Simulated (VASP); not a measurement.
# S (P6_3/mmc) in VASP: a series of runs

Runs on S. Level: PBEsol. Tasks: single point, relaxation of cell and atoms.

Program: VASP 6.6.1. These are calculated values, not measurements. Logs are shortened: lines on timing, memory, paths and dates and some standing lists are left out, and cuts for length are marked.

## Step 1: The cell of the first run

Symmetry: P6_3/mmc, No. 194, hexagonal system. Conventional cell: a = 3.257 Å, b = 3.257 Å, c = 3.487 Å, α = 90.00°, β = 90.00°, γ = 120.00°. S (site symmetry -6m2) has 12 S at 2.56 to 3.26 Å within 3.4 Å.

## Step 2: Single point, PBEsol

INCAR reads:

```
SYSTEM = S
PREC = Accurate ; ENCUT = 520
EDIFF = 1E-6 ; ISMEAR = -1
SIGMA = 0.02 ; LREAL = .False.
LASPH = .True. ; NELM = 80
ALGO = Normal ; ISIF = 2
LWAVE = .False. ; LCHARG = .True.
GGA = PS ; LELF = .True.
LVHAR = .True. ; NBANDS = 13
```

KPOINTS reads:

```
regular mesh
0
Gamma
  16 16 9
  0 0 0
```

POSCAR reads:

```
S
1.0
    3.2568944866      0.0000000000      0.0000000000
   -1.6284472433      2.8205533628      0.0000000000
    0.0000000000      0.0000000000      3.4868721955
S
2
Direct
    0.3333333333      0.6666666667      0.2500000000
    0.6666666667      0.3333333333      0.7500000000
```

Potentials or basis: VASP PAW PBE potentials, release 64 (S).

Command:

```sh
> cat potpaw_PBE.64/S/POTCAR > POTCAR
> mpirun -np 1 vasp_std > vasp.out
```

OUTCAR:

```text
SYSTEM = S
   PREC = Accurate
   ENCUT = 520
   EDIFF = 1E-6
   ISMEAR = -1
   LREAL = .False.
   LASPH = .True.
   NELM = 80
   ISIF = 2
   GGA = PS

 ion  position               nearest neighbor table
   1  0.333  0.667  0.250-   2 2.56   2 2.56   2 2.56   2 2.56   2 2.56   2 2.56
   2  0.667  0.333  0.750-   1 2.56   1 2.56   1 2.56   1 2.56   1 2.56   1 2.56

  LATTYP: Found a hexagonal cell.
 ALAT       =     3.2568944866
 C/A-ratio  =     1.0706125758

  Lattice vectors:

 A1 = (   3.2568944866,   0.0000000000,   0.0000000000)
 A2 = (  -1.6284472433,   2.8205533628,   0.0000000000)
 A3 = (   0.0000000000,   0.0000000000,   3.4868721955)

Analysis of symmetry for initial positions (statically):
=====================================================================
 Subroutine PRICEL returns:
 Original cell was already a primitive cell.

 Routine SETGRP: Setting up the symmetry group for a
 hexagonal supercell.

 Subroutine GETGRP returns: Found 24 space group operations
 (whereof 12 operations were pure point group operations)
 out of a pool of 24 trial point group operations.

The static configuration has the point symmetry D_3d.
 The point group associated with its full space group is D_6h.

Analysis of symmetry for dynamics (positions and initial velocities):
=====================================================================
 Subroutine PRICEL returns:
 Original cell was already a primitive cell.

 Routine SETGRP: Setting up the symmetry group for a
 hexagonal supercell.

 Subroutine GETGRP returns: Found 24 space group operations
 (whereof 12 operations were pure point group operations)
 out of a pool of 24 trial point group operations.

The dynamic configuration has the point symmetry D_3d.
 The point group associated with its full space group is D_6h.

 Subroutine INISYM returns: Found 24 space group operations
 (whereof 12 operations are pure point group operations),
 and found     1 'primitive' translations

----------------------------------------------------------------------------------------

                                     Primitive cell

  volume of cell :      32.0313

  direct lattice vectors                    reciprocal lattice vectors
     3.256894487  0.000000000  0.000000000     0.307040957  0.177270179  0.000000000
    -1.628447243  2.820553363  0.000000000     0.000000000  0.354540358  0.000000000
     0.000000000  0.000000000  3.486872196     0.000000000  0.000000000  0.286789978

  length of vectors
     3.256894487  3.256894487  3.486872196     0.354540358  0.354540358  0.286789978

  position of ions in fractional coordinates (direct lattice)
     0.333333333  0.666666667  0.250000000
     0.666666667  0.333333333  0.750000000

  ion indices of the primitive-cell ions
   primitive index   ion index
                 1           1
                 2           2

----------------------------------------------------------------------------------------

 KPOINTS: regular mesh

Automatic generation of k-mesh.
 Grid dimensions read from file:
 generate k-points for:   16   16    9

 Generating k-lattice:

  Cartesian coordinates                     Fractional coordinates (reciprocal lattice)
     0.019190060  0.011079386  0.000000000     0.062500000  0.000000000  0.000000000
     0.000000000  0.022158772  0.000000000     0.000000000  0.062500000  0.000000000
     0.000000000  0.000000000  0.031865553     0.000000000  0.000000000  0.111111111

  Length of vectors
     0.022158772  0.022158772  0.031865553

  Shift w.r.t. Gamma in fractional coordinates (k-lattice)
     0.000000000  0.000000000  0.000000000

 Subroutine IBZKPT returns following result:
 ===========================================

 Found    150 irreducible k-points:

 Following reciprocal coordinates:
            Coordinates               Weight
  0.000000  0.000000  0.000000      1.000000
  0.062500 -0.000000  0.000000      6.000000
  0.125000 -0.000000  0.000000      6.000000
  0.187500 -0.000000  0.000000      6.000000
  0.250000 -0.000000  0.000000      6.000000
  0.312500  0.000000  0.000000      6.000000
[... 16 lines left out ...]
  0.187500  0.187500  0.000000      6.000000
  0.250000  0.187500  0.000000     12.000000
 [... further k-points ...]
   k-points           NKPTS =    150   k-points in BZ     NKDIM =    150   number of bands    NBANDS=     13
   number of dos      NEDOS =    301   number of ions     NIONS =      2
   total plane-waves  NPLWV =  16128
   dimension x,y,z NGX =    24 NGY =   24 NGZ =   28
   dimension x,y,z NGXF=    48 NGYF=   48 NGZF=   56
   ions per type =               2
   NGX,Y,Z   is equivalent  to a cutoff of  12.25, 12.25, 13.35 a.u.
   NGXF,Y,Z  is equivalent  to a cutoff of  24.50, 24.50, 26.70 a.u.
 SYSTEM =  S
   PREC   = accura    normal or accurate (medium, high low for compatibility)
   ISTART =      0    job   : 0-new  1-cont  2-samecut
   ICHARG =      2    charge: 1-file 2-atom 10-const
   ISPIN  =      1    spin polarized calculation?
   LNONCOLLINEAR =      F non collinear calculations
   LSORBIT =      F    spin-orbit coupling
   LASPH  =      T    aspherical Exc in radial PAW
   ENCUT  =  520.0 eV  38.22 Ry    6.18 a.u.   6.06  6.06  6.48*2*pi/ulx,y,z
   NELM   =     80;   NELMIN=  2; NELMDL= -5     # of ELM steps
   EDIFF  = 0.1E-05   stopping-criterion for ELM
   LREAL  =      F    real-space projection
   EDIFFG = 0.1E-04   stopping-criterion for IOM
   NSW    =      0    number of steps for IOM
   IBRION =     -1    ionic relax: 0-MD 1-quasi-New 2-CG
   NFREE  =      0    steps in history (QN), initial steepest desc. (CG)
   ISIF   =      2    stress and relaxation
   ISYM   =      2    0-nonsym 1-usesym 2-fastsym
   POTIM  = 0.5000    time-step for ionic-motion
   TEBEG  =    0.0;   TEEND  =   0.0 temperature during run
   PSTRESS=    0.0 pullay stress
   NELECT =      12.0000    total number of electrons
   NUPDOWN=      -1.0000    fix difference up-down
   EMIN   =  10.00;   EMAX   =-10.00  energy-range for DOS
   EFERMI =   0.00;   METHOD = LEGACY
   ISMEAR =    -1;   SIGMA  =   0.02  broadening in eV -4-tet -1-fermi 0-gaus
   EFERMI_NEDOS =   21; number of points for ismear=-14 and -15
   IALGO  =     38    algorithm
   IMIX   =      4    mixing-type and parameters
     AMIX     =   0.40;   BMIX     =  1.00
     AMIX_MAG =   1.60;   BMIX_MAG =  1.00
  volume/ion in A,a.u.               =      16.02       108.08
  Fermi-wavevector in a.u.,A,eV,Ry     =   1.180168  2.230194 18.950153  1.392797
  Thomas-Fermi vector in A             =   2.316466
   LORBIT       =      0    0 simple, 1 ext, 2 COOP (PROOUT), +10 PAW based schemes
   GGA     = PS    functional components
   LHFCALC =     F    Hartree Fock is set to
   AEXX    =    0.0000 exact exchange contribution
   IVDW    =     0    specifies the selected vdW correction
   LEPSILON=     F    determine dielectric tensor
   LRPA    =     F    only Hartree local field effects (RPA)
 non-spin polarized calculation
  energy-cutoff  :      520.00
  volume of cell :       32.03
 maximum number of plane-waves:       881
   NGX = 13   NGY = 13   NGZ = 13

 number of electron      12.0000002 magnetization

 Free energy of the ion-electron system (eV)
  ---------------------------------------------------
  ext. energy  EPLUGINS =         0.00000000
  ---------------------------------------------------
  free energy    TOTEN  =        -7.48708127 eV

  energy without entropy =       -7.48585727  energy(sigma->0) =       -7.48646927

 E-fermi :   7.6373     XC(G=0): -11.1235

 val. band max:        7.6268111131   @ k =   0.3750  -0.0000   0.0000
 cond. band min:       7.6436867881   @ k =   0.3125   0.0000   0.3333
 fundamental gap:      0.0168756750
 Fermi energy:         7.6372935119

 k-point     1 :       0.0000    0.0000    0.0000
  band No.  band energies     occupation
      1      -9.7066      2.00000
      2      -1.3196      2.00000
      3       1.7321      2.00000
      4       5.1319      2.00000
      5       5.1319      2.00000
      6       8.5929      0.00000
      7       8.5929      0.00000
      8      11.5761      0.00000
      9      11.6967      0.00000
     10      16.7662      0.00000
     11      18.2740      0.00000
     12      18.2740      0.00000
     13      19.3414      0.00000

 k-point     2 :       0.0625   -0.0000    0.0000
  band No.  band energies     occupation
      1      -9.6487      2.00000
      2      -1.3788      2.00000
      3       1.7868      2.00000
      4       4.9197      2.00000
      5       5.0086      2.00000
      6       8.5019      0.00000
      7       8.7274      0.00000
      8      11.5025      0.00000
      9      11.8268      0.00000
     10      16.7126      0.00000
     11      18.2845      0.00000
     12      18.3641      0.00000
     13      19.1988      0.00000

 k-point     3 :       0.1250   -0.0000    0.0000
  band No.  band energies     occupation
      1      -9.4760      2.00000
      2      -1.5712      2.00000
      3       1.9502      2.00000
      4       4.4307      2.00000
      5       4.7029      2.00000
      6       8.2339      0.00000
      7       9.0565      0.00000
      8      10.9740      0.00000
      9      12.4737      0.00000
     10      16.2840      0.00000
     11      18.3679      0.00000
     12      18.8376      0.00000
     13      19.0480      0.00000
[... 305 lines left out ...]
 k-point    23 :       0.1875    0.1875    0.0000
  band No.  band energies     occupation
      1      -8.2117      2.00000
      2      -3.2039      2.00000
      3       2.3351      2.00000
      4       3.1441      2.00000
      5       4.1712      2.00000
      6       7.8437      0.00007
      7       8.3501      0.00000
      8       9.4414      0.00000
      9      14.4216      0.00000
     10      14.4850      0.00000
     11      16.1071      0.00000
     12      21.1081      0.00000
     13      21.2191      0.00000

 k-point    24 :       0.2500    0.1875    0.0000
  band No.  band energies     occupation
      1      -7.7052      2.00000
      2      -3.8298      2.00000
      3       1.7528      2.00000
      4       3.6214      2.00000
      5       4.4533      2.00000
      6       7.5538      1.96970
      7       7.6079      1.62662
      8       9.4637      0.00000
      9      13.8735      0.00000
     10      15.3754      0.00000
     11      15.4814      0.00000
     12      21.5935      0.00000
     13      21.6564      0.00000

 [... further k-points ...]

------------------------ aborting loop because EDIFF is reached ----------------------------------------

  FORCE on cell =-STRESS in cart. coord.  units (eV):
  Direction    XX          YY          ZZ          XY          YZ          ZX
  --------------------------------------------------------------------------------------
  -------------------------------------------------------------------------------------
  Total        0.0140036      0.0140036      0.0269784      0.0000000     -0.0000000      0.0000000
  in kB        0.7004487      0.7004487      1.3494349      0.0000000     -0.0000000      0.0000000
  external PRESSURE =       0.9167774 kB  Pullay stress =       0.0000000 kB

 VOLUME and BASIS-vectors are now :
 -----------------------------------------------------------------------------
  energy-cutoff  :      520.00
  volume of cell :       32.03
      direct lattice vectors                 reciprocal lattice vectors
     3.256894487  0.000000000  0.000000000     0.307040957  0.177270179  0.000000000
    -1.628447243  2.820553363  0.000000000     0.000000000  0.354540358  0.000000000
     0.000000000  0.000000000  3.486872196     0.000000000  0.000000000  0.286789978

 POSITION                                       TOTAL-FORCE (eV/Angst)
 -----------------------------------------------------------------------------------
     -0.00000      1.88037      0.87172         0.000000     -0.000000      0.000000
      1.62845      0.94018      2.61515        -0.000000      0.000000      0.000000
 -----------------------------------------------------------------------------------
    total drift:                               -0.000000      0.000000      0.000000

  FREE ENERGIE OF THE ION-ELECTRON SYSTEM (eV)
  ---------------------------------------------------
  free  energy   TOTEN  =        -7.4870812748 eV

  energy  without entropy=       -7.4858572670  energy(sigma->0) =       -7.48646927
```

Wall time 51 s (1 thread of AMD EPYC 7R43 (Zen 3), shared host); peak memory 0.13 GiB.

Results:

```
Free energy            : -7.4871 eV
Pressure               : 0.1 GPa
Band gap on the k mesh : zero (band 6 reaches 8.59 eV, above the bottom of band 7 at 6.49 eV)
```

Levels at points of the mesh, in eV from the Fermi level:
```tsv
k point	band 3	band 4	band 5	band 6	band 7	band 8	band 9	band 10
(0.00, 0.00, 0.00)	-5.91	-2.51	-2.51	0.96	0.96	3.94	4.06	9.13
(0.50, 0.00, 0.00)	-4.43	-4.42	-3.41	-0.99	-0.76	2.66	3.64	9.47
```

Caveat: the PAW data sets were made with another functional, which shifts forces and pressure a little.

[end of part 1 of 2]
